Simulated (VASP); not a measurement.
Here is a VASP 6.6.1 calculation.

Contents of POSCAR:

```
InO
1.0
    3.3154692493      0.0000000000      0.0000000000
   -1.6577346247      2.8712805953      0.0000000000
    0.0000000000      0.0000000000     14.6069320000
In O
2 2
Direct
    0.6666666667      0.3333333333      0.5900210000
    0.6666666667      0.3333333333      0.4099790000
    0.0000000000      0.0000000000      0.6398670000
    0.0000000000      0.0000000000      0.3601330000
```

Contents of INCAR.step1:

```
SYSTEM = InO
PREC = Accurate ; ENCUT = 520
ISMEAR = 0 ; SIGMA = 0.05
LREAL = .FALSE. ; LASPH = .TRUE.
NELM = 100 ; NBANDS = 27
GGA = PE ; ALGO = Normal
EDIFF = 1E-4 ; LWAVE = .TRUE.
LCHARG = .FALSE.
```

Contents of INCAR.step2:

```
SYSTEM = InO
PREC = Accurate ; ENCUT = 520
EDIFF = 1E-7 ; ISMEAR = 0
SIGMA = 0.05 ; LREAL = .FALSE.
LASPH = .TRUE. ; NELM = 100
ALGO = Normal ; ISIF = 2
LWAVE = .FALSE. ; LCHARG = .FALSE.
METAGGA = R2SCAN ; LMIXTAU = .TRUE.
NBANDS = 27 ; ISTART = 1
```

KPOINTS

```
regular mesh
0
G
  12 12 2
  0 0 0
```

Potentials or basis: VASP PAW PBE potentials, release 64 (In_d, O).

Run with:

```console
$ cat potpaw_PBE.64/In_d/POTCAR potpaw_PBE.64/O/POTCAR > POTCAR
$ cp INCAR.step1 INCAR
$ mpirun -np 1 vasp_std > vasp.out
$ cp INCAR.step2 INCAR
$ mpirun -np 1 vasp_std > vasp.out
```

**Question.** Predict the band gap on the k mesh.

**Answer.** 1.08 eV, indirect (least direct gap 2.04 eV).

**Question.** Estimate the largest force.

**Answer.** 1.254 eV/Å.

Forces on the atoms (eV/Å):
```
In   0.000  0.000  0.218
In   0.000  0.000 -0.218
O    0.000  0.000  1.254
O    0.000  0.000 -1.254
```

Caveat: the cell differs from its parent crystal (strain -0.040 along x and y, -0.080 along z); the PAW data sets were made with another functional, which shifts forces and pressure a little; spin-orbit coupling is left out, which moves the levels of the heavy elements.
